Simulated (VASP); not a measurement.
# AlN (P6_3mc) in VASP: notebook

The runs below take AlN through single point, with PBE.

Program: VASP 6.6.1. These are calculated values, not measurements. Logs are shortened: lines on timing, memory, paths and dates and some standing lists are left out, and cuts for length are marked.

### 1 The cell of the first run

The structure is hexagonal, space group P6_3mc (No. 186). Conventional cell: a = 3.267 Å, b = 3.267 Å, c = 4.729 Å, α = 90.00°, β = 90.00°, γ = 120.00°. Within 2.4 Å of Al (site symmetry 3m) lie 4 N at 1.82 to 1.96 Å. N (site symmetry 3m) has 4 Al at 1.82 to 1.96 Å within 2.4 Å.

### 2 Single point, PBE (strain +0.050 along x and y, -0.050 along z)

Input file INCAR:

```
  PREC = Accurate
  ENCUT = 520
  EDIFF = 1E-6
  ISMEAR = 0
  SIGMA = 0.05
  LREAL = F
  LASPH = T
  NELM = 100
  ALGO = Normal
  ISIF = 2
  LWAVE = F
  LCHARG = F
  GGA = PE
  NBANDS = 16
```

Input file KPOINTS:

```
Automatic mesh
0
Gamma
  9 9 6
```

Input file POSCAR:

```
AlN
1.0
    3.2665522592      0.0000000000      0.0000000000
   -1.6332761296      2.8289172392      0.0000000000
    0.0000000000      0.0000000000      4.7291000000
Al N
2 2
Direct
    0.3333333333      0.6666666667      0.0000000000
    0.6666666667      0.3333333333      0.5000000000
    0.3333333333      0.6666666667      0.3850000000
    0.6666666667      0.3333333333      0.8850000000
```

Potentials or basis: VASP PAW PBE potentials, release 64 (Al, N).

Launch:

```sh
$ cat potpaw_PBE.64/Al/POTCAR potpaw_PBE.64/N/POTCAR > POTCAR
$ mpirun -np 1 vasp_std > vasp.out
```

OUTCAR:

```text
PREC = Accurate
   ENCUT = 520
   EDIFF = 1E-6
   ISMEAR = 0
   LREAL = F
   LASPH = T
   NELM = 100
   ISIF = 2
   GGA = PE

 ion  position               nearest neighbor table
   1  0.333  0.667  0.000-   3 1.82   4 1.96   4 1.96   4 1.96   2 3.02   2 3.02   2 3.02   2 3.02
                             2 3.02   2 3.02
   2  0.667  0.333  0.500-   4 1.82   3 1.96   3 1.96   3 1.96   1 3.02   1 3.02   1 3.02   1 3.02
                             1 3.02   1 3.02
   3  0.333  0.667  0.385-   1 1.82   2 1.96   2 1.96   2 1.96
   4  0.667  0.333  0.885-   2 1.82   1 1.96   1 1.96   1 1.96

  LATTYP: Found a hexagonal cell.
 ALAT       =     3.2665522592
 C/A-ratio  =     1.4477343770

  Lattice vectors:

 A1 = (   3.2665522592,   0.0000000000,   0.0000000000)
 A2 = (  -1.6332761296,   2.8289172392,   0.0000000000)
 A3 = (   0.0000000000,   0.0000000000,   4.7291000000)

Analysis of symmetry for initial positions (statically):
=====================================================================
 Subroutine PRICEL returns:
 Original cell was already a primitive cell.

 Routine SETGRP: Setting up the symmetry group for a
 hexagonal supercell.

 Subroutine GETGRP returns: Found 12 space group operations
 (whereof  6 operations were pure point group operations)
 out of a pool of 24 trial point group operations.

The static configuration has the point symmetry C_3v.
 The point group associated with its full space group is C_6v.

Analysis of symmetry for dynamics (positions and initial velocities):
=====================================================================
 Subroutine PRICEL returns:
 Original cell was already a primitive cell.

 Routine SETGRP: Setting up the symmetry group for a
 hexagonal supercell.

 Subroutine GETGRP returns: Found 12 space group operations
 (whereof  6 operations were pure point group operations)
 out of a pool of 24 trial point group operations.

The dynamic configuration has the point symmetry C_3v.
 The point group associated with its full space group is C_6v.

 Subroutine INISYM returns: Found 12 space group operations
 (whereof  6 operations are pure point group operations),
 and found     1 'primitive' translations

----------------------------------------------------------------------------------------

                                     Primitive cell

  volume of cell :      43.7007

  direct lattice vectors                    reciprocal lattice vectors
     3.266552259  0.000000000  0.000000000     0.306133171  0.176746068  0.000000000
    -1.633276130  2.828917239  0.000000000     0.000000000  0.353492137  0.000000000
     0.000000000  0.000000000  4.729100000     0.000000000  0.000000000  0.211456725

  length of vectors
     3.266552259  3.266552259  4.729100000     0.353492137  0.353492137  0.211456725

  position of ions in fractional coordinates (direct lattice)
     0.333333333  0.666666667  0.000000000
     0.666666667  0.333333333  0.500000000
     0.333333333  0.666666667  0.385000000
     0.666666667  0.333333333  0.885000000

  ion indices of the primitive-cell ions
   primitive index   ion index
                 1           1
                 2           2
                 3           3
                 4           4

----------------------------------------------------------------------------------------

 KPOINTS: Automatic mesh

Automatic generation of k-mesh.
 Grid dimensions read from file:
 generate k-points for:    9    9    6

 Generating k-lattice:

  Cartesian coordinates                     Fractional coordinates (reciprocal lattice)
     0.034014797  0.019638452  0.000000000     0.111111111  0.000000000  0.000000000
     0.000000000  0.039276904  0.000000000     0.000000000  0.111111111  0.000000000
     0.000000000  0.000000000  0.035242788     0.000000000  0.000000000  0.166666667

  Length of vectors
     0.039276904  0.039276904  0.035242788

  Shift w.r.t. Gamma in fractional coordinates (k-lattice)
     0.000000000  0.000000000  0.000000000

 Subroutine IBZKPT returns following result:
 ===========================================

 Found     48 irreducible k-points:

 Following reciprocal coordinates:
            Coordinates               Weight
  0.000000  0.000000  0.000000      1.000000
  0.111111  0.000000  0.000000      6.000000
  0.222222 -0.000000  0.000000      6.000000
  0.333333 -0.000000  0.000000      6.000000
  0.444444 -0.000000  0.000000      6.000000
  0.111111  0.111111  0.000000      6.000000
[... 16 lines left out ...]
  0.333333  0.222222  0.166667     24.000000
  0.333333  0.333333  0.166667      4.000000
 [... further k-points ...]
   k-points           NKPTS =     48   k-points in BZ     NKDIM =     48   number of bands    NBANDS=     16
   number of dos      NEDOS =    301   number of ions     NIONS =      4
   total plane-waves  NPLWV =  20736
   dimension x,y,z NGX =    24 NGY =   24 NGZ =   36
   dimension x,y,z NGXF=    48 NGYF=   48 NGZF=   72
[... 64 lines left out ...]
 cond. band min:       9.5029119719   @ k =   0.0000   0.0000   0.0000
 fundamental gap:      3.5158678757
 Fermi energy:         6.1807093723

 k-point     1 :       0.0000    0.0000    0.0000
  band No.  band energies     occupation
      1      -9.2133      2.00000
      2      -6.7903      2.00000
      3       0.2358      2.00000
      4       4.4955      2.00000
      5       4.4955      2.00000
      6       5.4495      2.00000
[... 8 lines left out ...]
     15      18.0250      0.00000
     16      19.2579      0.00000

 k-point     2 :       0.1111    0.0000    0.0000
  band No.  band energies     occupation
      1      -9.0773      2.00000
      2      -6.7395      2.00000
      3       0.3979      2.00000
      4       3.8717      2.00000
      5       4.3047      2.00000
      6       4.8029      2.00000
[... 8 lines left out ...]
     15      18.1324      0.00000
     16      18.2124      0.00000

 k-point     3 :       0.2222   -0.0000    0.0000
  band No.  band energies     occupation
      1      -8.6911      2.00000
      2      -6.6272      2.00000
      3       0.8679      2.00000
      4       2.5589      2.00000
      5       3.6943      2.00000
      6       3.9125      2.00000
[... 8 lines left out ...]
     15      17.6450      0.00000
     16      17.8255      0.00000

 k-point     4 :       0.3333   -0.0000    0.0000
  band No.  band energies     occupation
      1      -8.1336      2.00000
      2      -6.5690      2.00000
      3       1.3407      2.00000
      4       1.5834      2.00000
      5       2.7084      2.00000
      6       3.5509      2.00000
[... 8 lines left out ...]
     15      17.9257      0.00000
     16      18.9435      0.00000

 k-point     5 :       0.4444   -0.0000    0.0000
  band No.  band energies     occupation
      1      -7.6023      2.00000
      2      -6.6686      2.00000
      3       0.6433      2.00000
      4       2.1141      2.00000
      5       2.3430      2.00000
      6       3.3444      2.00000
[... 8 lines left out ...]
     15      18.1008      0.00000
     16      20.1205      0.00000

 k-point     6 :       0.1111    0.1111    0.0000
  band No.  band energies     occupation
      1      -8.8158      2.00000
      2      -6.6575      2.00000
      3       0.7143      2.00000
      4       3.1480      2.00000
      5       3.4366      2.00000
      6       4.4345      2.00000
[... 8 lines left out ...]
     15      17.2964      0.00000
     16      18.3503      0.00000
[... 267 lines left out ...]
 k-point    21 :       0.4444    0.1111    0.1667
  band No.  band energies     occupation
      1      -7.3713      2.00000
      2      -6.7526      2.00000
      3       0.4523      2.00000
      4       1.5877      2.00000
      5       2.6746      2.00000
      6       3.4142      2.00000
[... 8 lines left out ...]
     15      17.9173      0.00000
     16      19.9366      0.00000

 k-point    22 :       0.2222    0.2222    0.1667
  band No.  band energies     occupation
      1      -7.7557      2.00000
      2      -6.6603      2.00000
      3       1.1786      2.00000
      4       1.4823      2.00000
      5       2.9669      2.00000
      6       2.9677      2.00000
[... 8 lines left out ...]
     15      17.8181      0.00000
     16      19.8791      0.00000

 k-point    23 :       0.3333    0.2222    0.1667
  band No.  band energies     occupation
      1      -7.2910      2.00000
      2      -6.7492      2.00000
      3       0.8638      2.00000
      4       1.5292      2.00000
      5       2.1900      2.00000
      6       3.4834      2.00000
[... 8 lines left out ...]
     15      17.9783      0.00000
     16      19.7692      0.00000

 k-point    24 :       0.3333    0.3333    0.1667
  band No.  band energies     occupation
      1      -6.9527      2.00000
      2      -6.9527      2.00000
      3       1.1164      2.00000
      4       1.5925      2.00000
      5       1.5925      2.00000
      6       3.5269      2.00000
[... 8 lines left out ...]
     15      18.3036      0.00000
     16      19.6223      0.00000

 [... further k-points ...]
[... 5 lines left out ...]
  --------------------------------------------------------------------------------------
  -------------------------------------------------------------------------------------
  Total       -4.2825190     -4.2825190      5.2699984      0.0000000      0.0000000      0.0000000
  in kB     -157.0079084   -157.0079084    193.2113873      0.0000000      0.0000000      0.0000000
  external PRESSURE =     -40.2681432 kB  Pullay stress =       0.0000000 kB

 VOLUME and BASIS-vectors are now :
 -----------------------------------------------------------------------------
  energy-cutoff  :      520.00
  volume of cell :       43.70
      direct lattice vectors                 reciprocal lattice vectors
     3.266552259  0.000000000  0.000000000     0.306133171  0.176746068  0.000000000
    -1.633276130  2.828917239  0.000000000     0.000000000  0.353492137  0.000000000
     0.000000000  0.000000000  4.729100000     0.000000000  0.000000000  0.211456725

 POSITION                                       TOTAL-FORCE (eV/Angst)
 -----------------------------------------------------------------------------------
     -0.00000      1.88594      0.00000         0.000000      0.000000     -1.185291
      1.63328      0.94297      2.36455         0.000000      0.000000     -1.185291
     -0.00000      1.88594      1.82070         0.000000      0.000000      1.185291
      1.63328      0.94297      4.18525        -0.000000     -0.000000      1.185291
 -----------------------------------------------------------------------------------
    total drift:                                0.000000      0.000000      0.000324

  FREE ENERGIE OF THE ION-ELECTRON SYSTEM (eV)
  ---------------------------------------------------
  free  energy   TOTEN  =       -29.4516895571 eV

  energy  without entropy=      -29.4516895570  energy(sigma->0) =      -29.45168956
```

Wall time 40 s (1 thread of AMD EPYC 7R13 (Zen 3), shared host); peak memory 0.13 GiB.

What came out:

| Property | Result |
| --- | --- |
| Free energy | -29.4517 eV |
| Pressure | -4.0 GPa |
| Largest force | 1.185 eV/Å |
| Band gap on the k mesh | 3.52 eV, direct |

Forces in eV/Å, atoms in the order of the input:
```
Al   0.000  0.000 -1.185
Al   0.000  0.000 -1.185
N    0.000  0.000  1.185
N    0.000  0.000  1.185
```

Stress tensor (GPa, compression positive):
```
-15.70   0.00   0.00
  0.00 -15.70   0.00
  0.00   0.00  19.32
```

Caveat: the cell differs from its parent crystal (strain +0.050 along x and y, -0.050 along z); forces of over 1 eV/Å act on the atoms, so gaps and moduli don't describe the material at rest. A k mesh can miss the band edges.

### 3 Single point, PBE (strain +0.025 along x and y, +0.000 along z)

Input file INCAR:

```
PREC = Accurate
ENCUT = 520
EDIFF = 1E-7
ISMEAR = 0
SIGMA = 0.05
LREAL = False
LASPH = True
NELM = 80
ALGO = Normal
ISIF = 2
LWAVE = False
LCHARG = False
GGA = PE
NBANDS = 16
```

KPOINTS is that of step 2.

Input file POSCAR:

```
AlN
1.0
    3.1887772054      0.0000000000      0.0000000000
   -1.5943886027      2.7615620669      0.0000000000
    0.0000000000      0.0000000000      4.9780000000
Al N
2 2
Direct
    0.3333333333      0.6666666667      0.0000000000
    0.6666666667      0.3333333333      0.5000000000
    0.3333333333      0.6666666667      0.3850000000
    0.6666666667      0.3333333333      0.8850000000
```

Potentials or basis: VASP PAW PBE potentials, release 64 (Al, N).

Launch:

```sh
$ cat potpaw_PBE.64/Al/POTCAR potpaw_PBE.64/N/POTCAR > POTCAR
$ mpirun -np 1 vasp_std > vasp.out
```

It used 38 s of CPU time on 1 thread of AMD EPYC 7R13 Processor (Zen 3), on a shared host.

The run converged. Its results:

```
Free energy            : -29.7384 eV
Pressure               : -5.8 GPa
Largest force          : 0.057 eV/Å
Band gap on the k mesh : 3.68 eV, direct
```

Forces on the atoms (eV/Å):
```
Al   0.000  0.000 -0.057
Al   0.000  0.000 -0.057
N    0.000  0.000  0.057
N    0.000  0.000  0.057
```

Stress tensor (GPa, compression positive):
```
-8.41  0.00  0.00
 0.00 -8.41  0.00
 0.00  0.00 -0.62
```

Levels at points of the mesh, in eV from the valence-band top:
| k point | band 6 | band 7 | band 8 | band 9 | band 10 | band 11 |
| --- | --- | --- | --- | --- | --- | --- |
| (0.00, 0.00, 0.00) | -0.37 | -0.37 | 0.00 | 3.68 | 5.90 | 10.27 |
| (0.00, 0.00, 0.50) | -0.74 | -0.74 | -0.74 | 5.86 | 5.86 | 9.92 |

Caveat: the cell differs from its parent crystal (strain +0.025 along x and y, +0.000 along z).

### 4 Single point, PBE (strain +0.050 along x and y, -0.025 along z)

Input file INCAR:

```
PREC     = Accurate       # precision mode
ENCUT    = 520            # plane-wave cutoff, eV
EDIFF    = 1E-6           # SCF threshold, eV
ISMEAR   = 0              # smearing method
SIGMA    = 0.05           # smearing width, eV
LREAL    = False          # projectors in reciprocal space
LASPH    = True           # aspherical terms in the spheres
NELM     = 80             # most SCF steps
ALGO     = Normal         # electronic algorithm
ISIF     = 2              # what is computed and relaxed
LWAVE    = False          # write WAVECAR
LCHARG   = False          # write CHGCAR
GGA      = PE             # functional
NBANDS   = 16             # bands
```

Input file KPOINTS:

```
regular mesh
0
Gamma
  9 9 6
```

Input file POSCAR:

```
AlN
1.0
    3.2665522592      0.0000000000      0.0000000000
   -1.6332761296      2.8289172392      0.0000000000
    0.0000000000      0.0000000000      4.8535500000
Al N
2 2
Direct
    0.3333333333      0.6666666667      0.0000000000
    0.6666666667      0.3333333333      0.5000000000
    0.3333333333      0.6666666667      0.3850000000
    0.6666666667      0.3333333333      0.8850000000
```

Launch:

```sh
$ cat potpaw_PBE.64/Al/POTCAR potpaw_PBE.64/N/POTCAR > POTCAR
$ mpirun -np 1 vasp_std > vasp.out
```

It used 35 s of CPU time on 1 thread of AMD EPYC 7R13 Processor (Zen 3) (shared host).

The run converged. Its results:

```yaml
Free_energy: -29.5448 eV
Pressure: -9.1 GPa
Largest_force: 0.610 eV/Å
Band_gap_on_the_k_mesh: 3.37 eV, direct
```

Forces on the atoms (eV/Å):
```
Al   0.000  0.000 -0.610
Al   0.000  0.000 -0.610
N    0.000  0.000  0.610
N    0.000  0.000  0.610
```

Stress tensor (GPa, compression positive):
```
-17.05   0.00   0.00
  0.00 -17.05   0.00
  0.00   0.00   6.87
```

Levels at points of the mesh, in eV from the valence-band top:
| k point | band 6 | band 7 | band 8 | band 9 | band 10 | band 11 |
| --- | --- | --- | --- | --- | --- | --- |
| (0.00, 0.00, 0.00) | -0.48 | -0.48 | 0.00 | 3.37 | 5.20 | 9.78 |
| (0.00, 0.00, 0.50) | -0.92 | -0.92 | -0.92 | 5.41 | 5.41 | 9.87 |

Caveat: the cell differs from its parent crystal (strain +0.050 along x and y, -0.025 along z). A k mesh can miss the band edges.

### 5 Single point, PBE (strain +0.025 along x and y, +0.025 along z)

Input file INCAR:

```
ALGO = Normal
EDIFF = 1E-6
ENCUT = 520
GGA = PE
ISIF = 2
ISMEAR = 0
LASPH = T
LCHARG = F
LREAL = F
LWAVE = F
NBANDS = 16
NELM = 100
PREC = Accurate
SIGMA = 0.05
```

Input file KPOINTS:

```
k-points
0
Gamma
  9 9 6
```

Input file POSCAR:

```
AlN
1.0
    3.1887772054      0.0000000000      0.0000000000
   -1.5943886027      2.7615620669      0.0000000000
    0.0000000000      0.0000000000      5.1024500000
Al N
2 2
Direct
    0.3333333333      0.6666666667      0.0000000000
    0.6666666667      0.3333333333      0.5000000000
    0.3333333333      0.6666666667      0.3850000000
    0.6666666667      0.3333333333      0.8850000000
```

Launch:

```sh
$ cat potpaw_PBE.64/Al/POTCAR potpaw_PBE.64/N/POTCAR > POTCAR
$ mpirun -np 1 vasp_std > vasp.out
```

It used 38 s of CPU time on 1 thread of AMD EPYC 7R13 Processor (Zen 3), with other jobs on the host.

The run converged. Its results:

```
Free energy            : -29.7024 eV
Pressure               : -9.6 GPa
Largest force          : 0.177 eV/Å
Band gap on the k mesh : 3.53 eV, direct
```

Forces in eV/Å, atoms in the order of the input:
```
Al   0.000  0.000  0.177
Al   0.000  0.000  0.177
N    0.000  0.000 -0.177
N    0.000  0.000 -0.177
```

Stress tensor (GPa, compression positive):
```
-9.60  0.00  0.00
 0.00 -9.60  0.00
 0.00  0.00 -9.74
```

Levels at points of the mesh, in eV from the valence-band top:
```csv
k point,band 6,band 7,band 8,band 9,band 10,band 11
"(0.00, 0.00, 0.00)",-0.28,-0.28,0.00,3.53,5.98,10.02
"(0.00, 0.00, 0.50)",-0.60,-0.60,-0.60,5.81,5.81,9.68
```

Caveat: the cell differs from its parent crystal (strain +0.025 along x and y, +0.025 along z).

### 6 The runs side by side

| cell | gap on the mesh (eV) | pressure (GPa) | largest force (eV/Å) |
| --- | --- | --- | --- |
| a = 3.267, b = 3.267, c = 4.729 Å, angles 90.0, 90.0, 120.0°, 4 atoms | 3.52 | -4.0 | 1.19 |
| a = 3.189, b = 3.189, c = 4.978 Å, angles 90.0, 90.0, 120.0°, 4 atoms | 3.68 | -5.8 | 0.06 |
| a = 3.267, b = 3.267, c = 4.854 Å, angles 90.0, 90.0, 120.0°, 4 atoms | 3.37 | -9.1 | 0.61 |
| a = 3.189, b = 3.189, c = 5.102 Å, angles 90.0, 90.0, 120.0°, 4 atoms | 3.53 | -9.6 | 0.18 |

Alike in all rows: task single point; level PBE; potentials or basis VASP PAW PBE potentials, release 64 (Al, N); no spin polarisation; k mesh 9 × 9 × 6; cutoff (eV) 520; smearing gaussian 0.05 eV.

Caveats: forces of over 1 eV/Å act on the atoms, so gaps and moduli don't describe the material at rest (some runs).

Absolute energies hang on the potentials; compare differences alone.
